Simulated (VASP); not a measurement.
# SiC in VASP: further runs

The runs below take SiC through single point, with PBE.

All numbers are computed with VASP 6.6.1; they aren't measurements. Logs are shortened: lines on timing, memory, paths and dates and some standing lists are left out, and cuts for length are marked.

**1. The cell of the first run**

Symmetry: I-4m2, No. 119, tetragonal system. The conventional cell has a = 3.013 Å, b = 3.013 Å, c = 4.348 Å, α = 90.00°, β = 90.00°, γ = 90.00°. Si (site symmetry -4m2) has 4 C at 1.86 Å within 2.5 Å. Within 2.5 Å of C (site symmetry -4m2) lie 4 Si at 1.86 Å.

**2. Single point, PBE (x and y stretched by -2 %, z held)**

Contents of INCAR:

```
SYSTEM = SiC
PREC = Accurate
ENCUT = 520
EDIFF = 1E-6
ISMEAR = -1
SIGMA = 0.05
LREAL = .FALSE.
LASPH = .TRUE.
NELM = 60
ALGO = Normal
ISIF = 2
LWAVE = .FALSE.
LCHARG = .FALSE.
GGA = PE
NBANDS = 11
```

Contents of KPOINTS:

```
Automatic mesh
0
G
  16 16 16
  0 0 0
```

Contents of POSCAR:

```
SiC
1.0
    0.0000000000      2.1305200000      2.1740000000
    2.1305200000      0.0000000000      2.1740000000
    2.1305200000      2.1305200000      0.0000000000
Si C
1 1
Direct
    0.0000000000      0.0000000000      0.0000000000
    0.7500000000      0.7500000000      0.7500000000
```

Potentials or basis: VASP PAW PBE potentials, release 64 (Si, C).

Launch:

```sh
$ cat potpaw_PBE.64/Si/POTCAR potpaw_PBE.64/C/POTCAR > POTCAR
$ mpirun -np 1 vasp_std > vasp.out
```

OUTCAR:

```text
SYSTEM = SiC
   PREC = Accurate
   ENCUT = 520
   EDIFF = 1E-6
   ISMEAR = -1
   LREAL = .FALSE.
   LASPH = .TRUE.
   NELM = 60
   ISIF = 2
   GGA = PE

 ion  position               nearest neighbor table
   1  0.000  0.000  0.000-   2 1.86   2 1.86   2 1.86   2 1.86
   2  0.750  0.750  0.750-   1 1.86   1 1.86   1 1.86   1 1.86

  LATTYP: Found a body centered tetragonal cell.
 ALAT       =     3.0130102789
 C/A-ratio  =     1.4430750636

  Lattice vectors:

 A1 = (  -2.1305200000,   0.0000000000,   2.1740000000)
 A2 = (   2.1305200000,   0.0000000000,   2.1740000000)
 A3 = (   0.0000000000,   2.1305200000,  -2.1740000000)

Analysis of symmetry for initial positions (statically):
=====================================================================
 Subroutine PRICEL returns:
 Original cell was already a primitive cell.

 Routine SETGRP: Setting up the symmetry group for a
 body centered tetragonal supercell.

 Subroutine GETGRP returns: Found  8 space group operations
 (whereof  8 operations were pure point group operations)
 out of a pool of 16 trial point group operations.

The static configuration has the point symmetry D_2d.

Analysis of symmetry for dynamics (positions and initial velocities):
=====================================================================
 Subroutine PRICEL returns:
 Original cell was already a primitive cell.

 Routine SETGRP: Setting up the symmetry group for a
 body centered tetragonal supercell.

 Subroutine GETGRP returns: Found  8 space group operations
 (whereof  8 operations were pure point group operations)
 out of a pool of 16 trial point group operations.

The dynamic configuration has the point symmetry D_2d.

 Subroutine INISYM returns: Found  8 space group operations
 (whereof  8 operations are pure point group operations),
 and found     1 'primitive' translations

----------------------------------------------------------------------------------------

                                     Primitive cell

  volume of cell :      19.7361

  direct lattice vectors                    reciprocal lattice vectors
     0.000000000  2.130520000  2.174000000    -0.234684490  0.234684490  0.229990800
     2.130520000  0.000000000  2.174000000     0.234684490 -0.234684490  0.229990800
     2.130520000  2.130520000  0.000000000     0.234684490  0.234684490 -0.229990800

  length of vectors
     3.043910556  3.043910556  3.013010279     0.403793745  0.403793745  0.403793745

  position of ions in fractional coordinates (direct lattice)
     0.000000000  0.000000000  0.000000000
     0.750000000  0.750000000  0.750000000

  ion indices of the primitive-cell ions
   primitive index   ion index
                 1           1
                 2           2

----------------------------------------------------------------------------------------

 KPOINTS: Automatic mesh

Automatic generation of k-mesh.
 Grid dimensions read from file:
 generate k-points for:   16   16   16

 Generating k-lattice:

  Cartesian coordinates                     Fractional coordinates (reciprocal lattice)
    -0.014667781  0.014667781  0.014374425     0.062500000  0.000000000  0.000000000
     0.014667781 -0.014667781  0.014374425     0.000000000  0.062500000  0.000000000
     0.014667781  0.014667781 -0.014374425     0.000000000  0.000000000  0.062500000

  Length of vectors
     0.025237109  0.025237109  0.025237109

  Shift w.r.t. Gamma in fractional coordinates (k-lattice)
     0.000000000  0.000000000  0.000000000

 Subroutine IBZKPT returns following result:
 ===========================================

 Found    349 irreducible k-points:

 Following reciprocal coordinates:
            Coordinates               Weight
  0.000000  0.000000  0.000000      1.000000
  0.062500 -0.000000  0.000000      8.000000
  0.125000 -0.000000  0.000000      8.000000
  0.187500 -0.000000  0.000000      8.000000
  0.250000 -0.000000  0.000000      8.000000
  0.312500 -0.000000  0.000000      8.000000
[... 16 lines left out ...]
 -0.125000  0.062500  0.000000      8.000000
 -0.062500  0.062500  0.000000      4.000000
 [... further k-points ...]
   k-points           NKPTS =    349   k-points in BZ     NKDIM =    349   number of bands    NBANDS=     11
   number of dos      NEDOS =    301   number of ions     NIONS =      2
   total plane-waves  NPLWV =  13824
   dimension x,y,z NGX =    24 NGY =   24 NGZ =   24
   dimension x,y,z NGXF=    48 NGYF=   48 NGZF=   48
   ions per type =               1   1
   NGX,Y,Z   is equivalent  to a cutoff of  13.11, 13.11, 13.24 a.u.
   NGXF,Y,Z  is equivalent  to a cutoff of  26.22, 26.22, 26.48 a.u.
 SYSTEM =  SiC
   PREC   = accura    normal or accurate (medium, high low for compatibility)
   ISTART =      0    job   : 0-new  1-cont  2-samecut
   ICHARG =      2    charge: 1-file 2-atom 10-const
   ISPIN  =      1    spin polarized calculation?
   LNONCOLLINEAR =      F non collinear calculations
   LSORBIT =      F    spin-orbit coupling
   LASPH  =      T    aspherical Exc in radial PAW
   ENCUT  =  520.0 eV  38.22 Ry    6.18 a.u.   5.66  5.66  5.60*2*pi/ulx,y,z
   NELM   =     60;   NELMIN=  2; NELMDL= -5     # of ELM steps
   EDIFF  = 0.1E-05   stopping-criterion for ELM
   LREAL  =      F    real-space projection
   EDIFFG = 0.1E-04   stopping-criterion for IOM
   NSW    =      0    number of steps for IOM
   IBRION =     -1    ionic relax: 0-MD 1-quasi-New 2-CG
   NFREE  =      0    steps in history (QN), initial steepest desc. (CG)
   ISIF   =      2    stress and relaxation
   ISYM   =      2    0-nonsym 1-usesym 2-fastsym
   POTIM  = 0.5000    time-step for ionic-motion
   TEBEG  =    0.0;   TEEND  =   0.0 temperature during run
   PSTRESS=    0.0 pullay stress
   NELECT =       8.0000    total number of electrons
   NUPDOWN=      -1.0000    fix difference up-down
   EMIN   =  10.00;   EMAX   =-10.00  energy-range for DOS
   EFERMI =   0.00;   METHOD = LEGACY
   ISMEAR =    -1;   SIGMA  =   0.05  broadening in eV -4-tet -1-fermi 0-gaus
   EFERMI_NEDOS =   21; number of points for ismear=-14 and -15
   IALGO  =     38    algorithm
   IMIX   =      4    mixing-type and parameters
     AMIX     =   0.40;   BMIX     =  1.00
     AMIX_MAG =   1.60;   BMIX_MAG =  1.00
  volume/ion in A,a.u.               =       9.87        66.59
  Fermi-wavevector in a.u.,A,eV,Ry     =   1.211578  2.289550 19.972268  1.467920
  Thomas-Fermi vector in A             =   2.347089
   LORBIT       =      0    0 simple, 1 ext, 2 COOP (PROOUT), +10 PAW based schemes
   GGA     = PE    functional components
   LHFCALC =     F    Hartree Fock is set to
   AEXX    =    0.0000 exact exchange contribution
   IVDW    =     0    specifies the selected vdW correction
   LEPSILON=     F    determine dielectric tensor
   LRPA    =     F    only Hartree local field effects (RPA)
 non-spin polarized calculation
  energy-cutoff  :      520.00
  volume of cell :       19.74
 maximum number of plane-waves:       548
   NGX = 11   NGY = 11   NGZ = 11

 number of electron       7.9999999 magnetization

 Free energy of the ion-electron system (eV)
  ---------------------------------------------------
  ext. energy  EPLUGINS =         0.00000000
  ---------------------------------------------------
  free energy    TOTEN  =       -15.00053711 eV

  energy without entropy =      -15.00053709  energy(sigma->0) =      -15.00053710

 E-fermi :   9.3421     XC(G=0): -11.5646

 val. band max:        8.6958004159   @ k =   0.0000   0.0000   0.0000
 cond. band min:       9.8977648579   @ k =   0.5000   0.0000   0.5000
 fundamental gap:      1.2019644420
 Fermi energy:         9.3420663031

 k-point     1 :       0.0000    0.0000    0.0000
  band No.  band energies     occupation
      1      -7.1325      2.00000
      2       8.5523      2.00000
      3       8.6958      2.00000
      4       8.6958      2.00000
      5      15.4352      0.00000
      6      16.2768      0.00000
      7      16.2768      0.00000
      8      16.3248      0.00000
      9      23.0971      0.00000
     10      23.7554      0.00000
     11      25.7634      0.00000

 k-point     2 :       0.0625   -0.0000    0.0000
  band No.  band energies     occupation
      1      -7.0531      2.00000
      2       8.2094      2.00000
      3       8.5531      2.00000
      4       8.6448      2.00000
      5      15.5819      0.00000
      6      16.3413      0.00000
      7      16.3855      0.00000
      8      16.4470      0.00000
      9      22.6190      0.00000
     10      23.2176      0.00000
     11      25.6416      0.00000

 k-point     3 :       0.1250   -0.0000    0.0000
  band No.  band energies     occupation
      1      -6.8161      2.00000
      2       7.1481      2.00000
      3       8.3849      2.00000
      4       8.5079      2.00000
      5      15.5646      0.00000
      6      16.6332      0.00000
      7      16.6533      0.00000
      8      16.9347      0.00000
      9      21.9174      0.00000
     10      22.3972      0.00000
     11      25.1200      0.00000

 k-point     4 :       0.1875   -0.0000    0.0000
  band No.  band energies     occupation
      1      -6.4255      2.00000
      2       5.7633      2.00000
      3       8.1691      2.00000
      4       8.3229      2.00000
      5      15.3180      0.00000
      6      16.8242      0.00000
      7      16.9097      0.00000
      8      17.7320      0.00000
      9      21.6214      0.00000
     10      21.9288      0.00000
     11      24.5568      0.00000
[... 239 lines left out ...]
 k-point    22 :      -0.1875    0.0625    0.0000
  band No.  band energies     occupation
      1      -6.1855      2.00000
      2       5.2595      2.00000
      3       7.5204      2.00000
      4       8.4598      2.00000
      5      15.4171      0.00000
      6      16.8107      0.00000
      7      16.9568      0.00000
      8      17.9342      0.00000
      9      21.0363      0.00000
     10      22.6044      0.00000
     11      24.8995      0.00000

 k-point    23 :      -0.1250    0.0625    0.0000
  band No.  band energies     occupation
      1      -6.6275      2.00000
      2       6.6563      2.00000
      3       7.8038      2.00000
      4       8.6152      2.00000
      5      15.6704      0.00000
      6      16.5801      0.00000
      7      16.6184      0.00000
      8      17.5109      0.00000
      9      21.3674      0.00000
     10      22.4803      0.00000
     11      25.3960      0.00000

 k-point    24 :      -0.0625    0.0625    0.0000
  band No.  band energies     occupation
      1      -6.9184      2.00000
      2       7.7588      2.00000
      3       8.1400      2.00000
      4       8.6853      2.00000
      5      15.7305      0.00000
      6      16.2675      0.00000
      7      16.4171      0.00000
      8      16.9725      0.00000
      9      22.1880      0.00000
     10      22.7539      0.00000
     11      25.8483      0.00000

 [... further k-points ...]

------------------------ aborting loop because EDIFF is reached ----------------------------------------

  FORCE on cell =-STRESS in cart. coord.  units (eV):
  Direction    XX          YY          ZZ          XY          YZ          ZX
  --------------------------------------------------------------------------------------
  -------------------------------------------------------------------------------------
  Total        2.0497198      2.0497198      1.3775478      0.0000000      0.0000000      0.0000000
  in kB      166.3965491    166.3965491    111.8295303      0.0000000      0.0000000      0.0000000
  external PRESSURE =     148.2075429 kB  Pullay stress =       0.0000000 kB

 VOLUME and BASIS-vectors are now :
 -----------------------------------------------------------------------------
  energy-cutoff  :      520.00
  volume of cell :       19.74
      direct lattice vectors                 reciprocal lattice vectors
     0.000000000  2.130520000  2.174000000    -0.234684490  0.234684490  0.229990800
     2.130520000  0.000000000  2.174000000     0.234684490 -0.234684490  0.229990800
     2.130520000  2.130520000  0.000000000     0.234684490  0.234684490 -0.229990800

 POSITION                                       TOTAL-FORCE (eV/Angst)
 -----------------------------------------------------------------------------------
      0.00000      0.00000      0.00000         0.000000      0.000000      0.000000
      3.19578      3.19578      3.26100        -0.000000     -0.000000     -0.000000
 -----------------------------------------------------------------------------------
    total drift:                               -0.000000     -0.000000     -0.000000

  FREE ENERGIE OF THE ION-ELECTRON SYSTEM (eV)
  ---------------------------------------------------
  free  energy   TOTEN  =       -15.0005371129 eV

  energy  without entropy=      -15.0005370914  energy(sigma->0) =      -15.00053710
```

Wall time 43 s (1 thread of Intel Xeon Platinum 8259CL at 2.50GHz (Skylake/Cascade Lake), shared host); peak memory 0.19 GiB.

Results:

- Free energy: -15.0005 eV
- Pressure: 14.8 GPa
- Band gap on the k mesh: 1.20 eV, indirect (least direct gap 4.57 eV)

Stress tensor (GPa, compression positive):
```
16.64  0.00  0.00
 0.00 16.64  0.00
 0.00  0.00 11.18
```

Caveat: the cell differs from its parent crystal (x and y stretched by -2 %, z held).

(Continued in part 2 of 2.)
